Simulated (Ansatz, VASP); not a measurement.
Rb: VASP beside Ansatz

```
Rb
1.0
    -2.68596    2.68596    2.68596
     2.68596   -2.68596    2.68596
     2.68596    2.68596   -2.68596
Rb
1
Direct
  0.00000 0.00000 0.00000
```

Alike in both runs: task single point; functional LDA; k mesh 8 × 8 × 8; no spin polarisation.

|  | VASP | Ansatz |
| --- | --- | --- |
| version | VASP 6.6.1 | Ansatz 0.2.0 |
| potentials or method | VASP PAW LDA potentials, release 64 (Rb_sv), cutoff 520 eV | plane waves (420 eV) with PAW, scalar-relativistic |
| occupations | methfessel-paxton of order 1, width 0.01 eV | cold, width 0.01 eV |
| valence electrons in the cell | 9 | 9 |

```csv
,VASP,Ansatz,Ansatz less VASP
pressure (GPa),0.0,0.0,0.00
```

Ansatz warns that its potentials were made for another functional, while VASP's fit it. LDA's correlation is that of Perdew and Zunger in VASP and of Perdew and Wang (1992) in Ansatz.
